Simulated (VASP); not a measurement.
# LiGeN (P6_3mc) in VASP: a series of runs, part 2 of 2

VASP 6.6.1.

### 3 Single point, PBE

The input, INCAR:

```
  PREC = Accurate
  ENCUT = 520
  EDIFF = 1E-6
  ISMEAR = 1
  SIGMA = 0.05
  LREAL = F
  LASPH = T
  NELM = 100
  ALGO = Normal
  ISIF = 2
  LWAVE = F
  LCHARG = F
  GGA = PE
  NBANDS = 31
```

The input, KPOINTS:

```
regular mesh
0
Gamma
  6 6 1
```

The input, POSCAR:

```
LiGeN
1.0
    3.0124090000      0.0000000000      0.0000000000
   -1.5062045000      2.6088227206      0.0000000000
    0.0000000000      0.0000000000      9.4194590000
Li Ge N
2 2 2
Direct
    0.6666666667      0.3333333333      0.7433920000
    0.3333333333      0.6666666667      0.2433920000
    0.0000000000      0.0000000000      0.4980230000
    0.0000000000      0.0000000000      0.9980230000
    0.3333333333      0.6666666667      0.6032230000
    0.6666666667      0.3333333333      0.1032230000
```

Potentials or basis: VASP PAW PBE potentials, release 64 (Li_sv, Ge_d, N).

The run is started by

```console
> cat potpaw_PBE.64/Li_sv/POTCAR potpaw_PBE.64/Ge_d/POTCAR potpaw_PBE.64/N/POTCAR > POTCAR
> mpirun -np 1 vasp_std > vasp.out
```

OUTCAR:

```text
PREC = Accurate
   ENCUT = 520
   EDIFF = 1E-6
   ISMEAR = 1
   LREAL = F
   LASPH = T
   NELM = 100
   ISIF = 2
   GGA = PE

 ion  position               nearest neighbor table
   1  0.667  0.333  0.743-   5 2.18   5 2.18   5 2.18
   2  0.333  0.667  0.243-   6 2.18   6 2.18   6 2.18
   3  0.000  0.000  0.498-   5 2.00   5 2.00   5 2.00
   4  0.000  0.000  0.998-   6 2.00   6 2.00   6 2.00
   5  0.333  0.667  0.603-   3 2.00   3 2.00   3 2.00   1 2.18   1 2.18   1 2.18
   6  0.667  0.333  0.103-   4 2.00   4 2.00   4 2.00   2 2.18   2 2.18   2 2.18

  LATTYP: Found a hexagonal cell.
 ALAT       =     3.0124090000
 C/A-ratio  =     3.1268858246

  Lattice vectors:

 A1 = (   3.0124090000,   0.0000000000,   0.0000000000)
 A2 = (  -1.5062045000,   2.6088227206,   0.0000000000)
 A3 = (   0.0000000000,   0.0000000000,   9.4194590000)

Analysis of symmetry for initial positions (statically):
=====================================================================
 Subroutine PRICEL returns:
 Original cell was already a primitive cell.

 Routine SETGRP: Setting up the symmetry group for a
 hexagonal supercell.

 Subroutine GETGRP returns: Found 12 space group operations
 (whereof  6 operations were pure point group operations)
 out of a pool of 24 trial point group operations.

The static configuration has the point symmetry C_3v.
 The point group associated with its full space group is C_6v.

Analysis of symmetry for dynamics (positions and initial velocities):
=====================================================================
 Subroutine PRICEL returns:
 Original cell was already a primitive cell.

 Routine SETGRP: Setting up the symmetry group for a
 hexagonal supercell.

 Subroutine GETGRP returns: Found 12 space group operations
 (whereof  6 operations were pure point group operations)
 out of a pool of 24 trial point group operations.

The dynamic configuration has the point symmetry C_3v.
 The point group associated with its full space group is C_6v.

 Subroutine INISYM returns: Found 12 space group operations
 (whereof  6 operations are pure point group operations),
 and found     1 'primitive' translations

----------------------------------------------------------------------------------------

                                     Primitive cell

  volume of cell :      74.0260

  direct lattice vectors                    reciprocal lattice vectors
     3.012409000  0.000000000  0.000000000     0.331960235  0.191657331  0.000000000
    -1.506204500  2.608822721  0.000000000     0.000000000  0.383314662  0.000000000
     0.000000000  0.000000000  9.419459000     0.000000000  0.000000000  0.106163210

  length of vectors
     3.012409000  3.012409000  9.419459000     0.383314662  0.383314662  0.106163210

  position of ions in fractional coordinates (direct lattice)
     0.666666667  0.333333333  0.743392000
     0.333333333  0.666666667  0.243392000
     0.000000000  0.000000000  0.498023000
     0.000000000  0.000000000  0.998023000
     0.333333333  0.666666667  0.603223000
     0.666666667  0.333333333  0.103223000

  ion indices of the primitive-cell ions
   primitive index   ion index
                 1           1
                 2           2
[... 29 lines left out ...]
 Found      7 irreducible k-points:

 Following reciprocal coordinates:
            Coordinates               Weight
  0.000000  0.000000  0.000000      1.000000
  0.166667  0.000000  0.000000      6.000000
  0.333333  0.000000  0.000000      6.000000
  0.500000  0.000000  0.000000      3.000000
  0.166667  0.166667  0.000000      6.000000
  0.333333  0.166667  0.000000     12.000000
  0.333333  0.333333  0.000000      2.000000
   k-points           NKPTS =      7   k-points in BZ     NKDIM =      7   number of bands    NBANDS=     31
   number of dos      NEDOS =    301   number of ions     NIONS =      6
   total plane-waves  NPLWV =  40320
   dimension x,y,z NGX =    24 NGY =   24 NGZ =   70
   dimension x,y,z NGXF=    48 NGYF=   48 NGZF=  140
   ions per type =               2   2   2
   NGX,Y,Z   is equivalent  to a cutoff of  13.24, 13.24, 12.35 a.u.
   NGXF,Y,Z  is equivalent  to a cutoff of  26.49, 26.49, 24.71 a.u.
 SYSTEM =  unknown system
   PREC   = accura    normal or accurate (medium, high low for compatibility)
   ISTART =      0    job   : 0-new  1-cont  2-samecut
   ICHARG =      2    charge: 1-file 2-atom 10-const
   ISPIN  =      1    spin polarized calculation?
   LNONCOLLINEAR =      F non collinear calculations
   LSORBIT =      F    spin-orbit coupling
   LASPH  =      T    aspherical Exc in radial PAW
   ENCUT  =  520.0 eV  38.22 Ry    6.18 a.u.   5.60  5.60 17.51*2*pi/ulx,y,z
   NELM   =    100;   NELMIN=  2; NELMDL= -5     # of ELM steps
   EDIFF  = 0.1E-05   stopping-criterion for ELM
   LREAL  =      F    real-space projection
   EDIFFG = 0.1E-04   stopping-criterion for IOM
   NSW    =      0    number of steps for IOM
   IBRION =     -1    ionic relax: 0-MD 1-quasi-New 2-CG
   NFREE  =      0    steps in history (QN), initial steepest desc. (CG)
   ISIF   =      2    stress and relaxation
   ISYM   =      2    0-nonsym 1-usesym 2-fastsym
   POTIM  = 0.5000    time-step for ionic-motion
   TEBEG  =    0.0;   TEEND  =   0.0 temperature during run
   PSTRESS=    0.0 pullay stress
   NELECT =      44.0000    total number of electrons
   NUPDOWN=      -1.0000    fix difference up-down
   EMIN   =  10.00;   EMAX   =-10.00  energy-range for DOS
   EFERMI =   0.00;   METHOD = LEGACY
   ISMEAR =     1;   SIGMA  =   0.05  broadening in eV -4-tet -1-fermi 0-gaus
   EFERMI_NEDOS =   21; number of points for ismear=-14 and -15
   IALGO  =     38    algorithm
   IMIX   =      4    mixing-type and parameters
     AMIX     =   0.40;   BMIX     =  1.00
     AMIX_MAG =   1.60;   BMIX_MAG =  1.00
  volume/ion in A,a.u.               =      12.34        83.26
  Fermi-wavevector in a.u.,A,eV,Ry     =   1.376462  2.601136 25.778247  1.894648
  Thomas-Fermi vector in A             =   2.501705
   LORBIT       =      0    0 simple, 1 ext, 2 COOP (PROOUT), +10 PAW based schemes
   GGA     = PE    functional components
   LHFCALC =     F    Hartree Fock is set to
   AEXX    =    0.0000 exact exchange contribution
   IVDW    =     0    specifies the selected vdW correction
   LEPSILON=     F    determine dielectric tensor
   LRPA    =     F    only Hartree local field effects (RPA)
 non-spin polarized calculation
 Methfessel and Paxton  Order N= 1 SIGMA  =   0.05
  energy-cutoff  :      520.00
  volume of cell :       74.03
 maximum number of plane-waves:      2016
 NGX is ok and might be reduce to    24
   NGX = 11   NGY = 11   NGZ = 35

 number of electron      44.0000020 magnetization

 Free energy of the ion-electron system (eV)
  ---------------------------------------------------
  ext. energy  EPLUGINS =         0.00000000
  ---------------------------------------------------
  free energy    TOTEN  =       -31.28961991 eV

  energy without entropy =      -31.29022510  energy(sigma->0) =      -31.28982164

 E-fermi :   4.6801     XC(G=0): -10.3989

 val. band max:        4.6390164372   @ k =   0.1667   0.1667   0.0000
 cond. band min:       6.1007423651   @ k =   0.5000   0.0000   0.0000
 fundamental gap:      1.4617259279
 Fermi energy:         4.6800863012

 k-point     1 :       0.0000    0.0000    0.0000
  band No.  band energies     occupation
      1     -40.6367      2.00000
      2     -40.6366      2.00000
      3     -19.3632      2.00000
      4     -19.3632      2.00000
      5     -19.3632      2.00000
      6     -19.3632      2.00000
[... 227 lines left out ...]
     30      13.4811      0.00000
     31      13.7563      0.00000

------------------------ aborting loop because EDIFF is reached ----------------------------------------

  FORCE on cell =-STRESS in cart. coord.  units (eV):
  Direction    XX          YY          ZZ          XY          YZ          ZX
  --------------------------------------------------------------------------------------
  -------------------------------------------------------------------------------------
  Total        0.1718969      0.1718969     -0.0038892      0.0000000      0.0000000      0.0000000
  in kB        3.7204399      3.7204399     -0.0841761      0.0000000      0.0000000      0.0000000
  external PRESSURE =       2.4522345 kB  Pullay stress =       0.0000000 kB

 VOLUME and BASIS-vectors are now :
 -----------------------------------------------------------------------------
  energy-cutoff  :      520.00
  volume of cell :       74.03
      direct lattice vectors                 reciprocal lattice vectors
     3.012409000  0.000000000  0.000000000     0.331960235  0.191657331  0.000000000
    -1.506204500  2.608822721  0.000000000     0.000000000  0.383314662  0.000000000
     0.000000000  0.000000000  9.419459000     0.000000000  0.000000000  0.106163210

 POSITION                                       TOTAL-FORCE (eV/Angst)
 -----------------------------------------------------------------------------------
      1.50620      0.86961      7.00235         0.000000      0.000000     -0.049003
     -0.00000      1.73922      2.29262        -0.000000      0.000000     -0.049003
      0.00000      0.00000      4.69111        -0.000000      0.000000     -0.022312
      0.00000      0.00000      9.40084         0.000000     -0.000000     -0.022312
     -0.00000      1.73922      5.68203         0.000000     -0.000000      0.071315
      1.50620      0.86961      0.97230        -0.000000      0.000000      0.071315
 -----------------------------------------------------------------------------------
    total drift:                                0.000000      0.000000     -0.000131

  FREE ENERGIE OF THE ION-ELECTRON SYSTEM (eV)
  ---------------------------------------------------
  free  energy   TOTEN  =       -31.2896199093 eV

  energy  without entropy=      -31.2902251011  energy(sigma->0) =      -31.28982164
```

OSZICAR:

```text
N       E                     dE             d eps       ncg     rms          rms(c)
DAV:   1     0.418683633057E+03    0.41868E+03   -0.21426E+04   539   0.324E+03
DAV:   2     0.432360143312E+02   -0.37545E+03   -0.35280E+03   450   0.841E+02
DAV:   3    -0.272613266900E+02   -0.70497E+02   -0.69319E+02   511   0.187E+02
DAV:   4    -0.351100393951E+02   -0.78487E+01   -0.77977E+01   733   0.554E+01
DAV:   5    -0.354932574531E+02   -0.38322E+00   -0.38300E+00   588   0.121E+01    0.117E+01
DAV:   6    -0.312722742309E+02    0.42210E+01   -0.18710E+01   696   0.350E+01    0.452E+00
DAV:   7    -0.313296651563E+02   -0.57391E-01   -0.21194E+00   507   0.770E+00    0.298E+00
DAV:   8    -0.313016148829E+02    0.28050E-01   -0.33376E-01   608   0.417E+00    0.847E-01
DAV:   9    -0.312887659432E+02    0.12849E-01   -0.64270E-02   646   0.186E+00    0.228E-01
DAV:  10    -0.312895529277E+02   -0.78698E-03   -0.82300E-03   551   0.536E-01    0.865E-02
DAV:  11    -0.312896152916E+02   -0.62364E-04   -0.10348E-03   669   0.211E-01    0.358E-02
DAV:  12    -0.312896172011E+02   -0.19095E-05   -0.12302E-04   606   0.915E-02    0.116E-02
DAV:  13    -0.312896198833E+02   -0.26822E-05   -0.14264E-05   519   0.239E-02    0.423E-03
DAV:  14    -0.312896199093E+02   -0.26065E-07   -0.19042E-06   431   0.788E-03
   1 F= -.31289620E+02 E0= -.31289822E+02  d E =0.605192E-03
```

stdout:

```text
POSCAR found type information on POSCAR LiGeN
 POSCAR found :  3 types and       6 ions
 scaLAPACK will be used
 LDA part: xc-table for (Slater+PW92), standard interpolation
 POSCAR, INCAR and KPOINTS ok, starting setup
 FFT: planning ... GRIDC
 FFT: planning ... GRID_SOFT
 FFT: planning ... GRID
 WAVECAR not read
 entering main loop
```

Run time: 8.7 s. Hardware: 1 thread of Intel Xeon 6975P-C (Granite Rapids), shared host; peak memory 0.19 GiB.

Results:

| Item | Value |
| --- | --- |
| Free energy | -31.2896 eV |
| Largest force | 0.071 eV/Å |
| Band gap on the k mesh | 1.46 eV (least direct gap 2.45 eV) |

Forces in eV/Å, atoms in the order of the input:
```
Li   0.000  0.000 -0.049
Li   0.000  0.000 -0.049
Ge   0.000  0.000 -0.022
Ge   0.000  0.000 -0.022
N    0.000  0.000  0.071
N    0.000  0.000  0.071
```

Caveat: the k points lie up to 0.67 Å⁻¹ apart; the cutoff is under 1.25 times the usual one of these potentials, so pressure, stress and relaxed cells hold a basis-set (Pulay) error; an odd mesh through Γ misses points on the zone boundary, where band edges can lie.

### 4 Single point, PBE

The input, INCAR:

```
SYSTEM = LiGeN
ALGO = Normal ; EDIFF = 1E-6
ENCUT = 520 ; GGA = PE
ISIF = 2 ; ISMEAR = 1
LASPH = .True. ; LCHARG = .False.
LREAL = .False. ; LWAVE = .False.
NBANDS = 31 ; NELM = 60
PREC = Accurate ; SIGMA = 0.05
```

The input, KPOINTS:

```
k-points
0
Gamma
  6 6 2
  0 0 0
```

POSCAR is that of step 3.

Potentials or basis: VASP PAW PBE potentials, release 64 (Li_sv, Ge_d, N).

The run is started by

```console
> cat potpaw_PBE.64/Li_sv/POTCAR potpaw_PBE.64/Ge_d/POTCAR potpaw_PBE.64/N/POTCAR > POTCAR
> mpirun -np 1 vasp_std > vasp.out
```

OUTCAR:

```text
SYSTEM = LiGeN
   EDIFF = 1E-6
   ENCUT = 520
   GGA = PE
   ISIF = 2
   ISMEAR = 1
   LASPH = .True.
   LREAL = .False.
   NELM = 60
   PREC = Accurate

 ion  position               nearest neighbor table
   1  0.667  0.333  0.743-   5 2.18   5 2.18   5 2.18
   2  0.333  0.667  0.243-   6 2.18   6 2.18   6 2.18
   3  0.000  0.000  0.498-   5 2.00   5 2.00   5 2.00
[... 675 lines left out ...]
  --------------------------------------------------------------------------------------
  -------------------------------------------------------------------------------------
  Total        0.1114765      0.1114765     -0.0270344      0.0000000      0.0000000      0.0000000
  in kB        2.4127335      2.4127335     -0.5851168      0.0000000      0.0000000      0.0000000
  external PRESSURE =       1.4134501 kB  Pullay stress =       0.0000000 kB

 VOLUME and BASIS-vectors are now :
 -----------------------------------------------------------------------------
  energy-cutoff  :      520.00
  volume of cell :       74.03
      direct lattice vectors                 reciprocal lattice vectors
     3.012409000  0.000000000  0.000000000     0.331960235  0.191657331  0.000000000
    -1.506204500  2.608822721  0.000000000     0.000000000  0.383314662  0.000000000
     0.000000000  0.000000000  9.419459000     0.000000000  0.000000000  0.106163210

 POSITION                                       TOTAL-FORCE (eV/Angst)
 -----------------------------------------------------------------------------------
      1.50620      0.86961      7.00235        -0.000000     -0.000000     -0.054701
     -0.00000      1.73922      2.29262        -0.000000     -0.000000     -0.054701
      0.00000      0.00000      4.69111        -0.000000      0.000000     -0.026457
      0.00000      0.00000      9.40084         0.000000     -0.000000     -0.026457
     -0.00000      1.73922      5.68203        -0.000000     -0.000000      0.081159
      1.50620      0.86961      0.97230         0.000000      0.000000      0.081159
 -----------------------------------------------------------------------------------
    total drift:                                0.000000      0.000000     -0.000279

  FREE ENERGIE OF THE ION-ELECTRON SYSTEM (eV)
  ---------------------------------------------------
  free  energy   TOTEN  =       -31.3537303493 eV

  energy  without entropy=      -31.3540335578  energy(sigma->0) =      -31.35383142
```

OSZICAR:

```text
N       E                     dE             d eps       ncg     rms          rms(c)
DAV:   1     0.413433072386E+03    0.41343E+03   -0.21140E+04  1078   0.325E+03
DAV:   2     0.418747160905E+02   -0.37156E+03   -0.35104E+03   907   0.806E+02
DAV:   3    -0.274435950028E+02   -0.69318E+02   -0.68160E+02  1015   0.187E+02
DAV:   4    -0.350934043962E+02   -0.76498E+01   -0.75955E+01  1436   0.546E+01
DAV:   5    -0.355297997135E+02   -0.43640E+00   -0.43606E+00  1219   0.123E+01    0.116E+01
DAV:   6    -0.313426269767E+02    0.41872E+01   -0.18578E+01  1400   0.348E+01    0.451E+00
DAV:   7    -0.313950407497E+02   -0.52414E-01   -0.20912E+00   999   0.763E+00    0.296E+00
DAV:   8    -0.313659942377E+02    0.29047E-01   -0.33407E-01  1230   0.414E+00    0.847E-01
DAV:   9    -0.313529473099E+02    0.13047E-01   -0.64173E-02  1308   0.185E+00    0.230E-01
DAV:  10    -0.313536930178E+02   -0.74571E-03   -0.83736E-03  1056   0.536E-01    0.858E-02
DAV:  11    -0.313537274342E+02   -0.34416E-04   -0.11377E-03  1337   0.227E-01    0.373E-02
DAV:  12    -0.313537282227E+02   -0.78855E-06   -0.14433E-04  1146   0.961E-02    0.122E-02
DAV:  13    -0.313537302346E+02   -0.20119E-05   -0.16538E-05  1068   0.261E-02    0.416E-03
DAV:  14    -0.313537303493E+02   -0.11468E-06   -0.23408E-06   898   0.861E-03
   1 F= -.31353730E+02 E0= -.31353831E+02  d E =0.303209E-03
```

Run time: 14 s. Hardware: 1 thread of Intel Xeon 6975P-C (Granite Rapids), shared host; peak memory 0.19 GiB.

Results:

| Item | Value |
| --- | --- |
| Free energy | -31.3537 eV |
| Largest force | 0.081 eV/Å |
| Band gap on the k mesh | 1.47 eV (least direct gap 2.45 eV) |

Forces in eV/Å, atoms in the order of the input:
```
Li   0.000  0.000 -0.055
Li   0.000  0.000 -0.055
Ge   0.000  0.000 -0.026
Ge   0.000  0.000 -0.026
N    0.000  0.000  0.081
N    0.000  0.000  0.081
```

Caveat: the cutoff is under 1.25 times the usual one of these potentials, so pressure, stress and relaxed cells hold a basis-set (Pulay) error.

### 5 Summary

```csv
k mesh,gap on the mesh (eV),largest force (eV/Å)
3 × 3 × 1,2.56,0.23
6 × 6 × 1,1.46,0.07
6 × 6 × 2,1.47,0.08
```

Alike in all rows: task single point; level PBE; potentials or basis VASP PAW PBE potentials, release 64 (Li_sv, Ge_d, N); no spin polarisation; cell as given; cutoff (eV) 520; smearing methfessel-paxton 0.05 eV.

Caveats: some runs use coarse meshes; the cutoff is under 1.25 times the usual one of these potentials, so pressure, stress and relaxed cells hold a basis-set (Pulay) error; an odd mesh through Γ misses points on the zone boundary, where band edges can lie (at least some runs).

Total energies depend on the potentials used, so only differences within one code and one set of settings carry meaning.
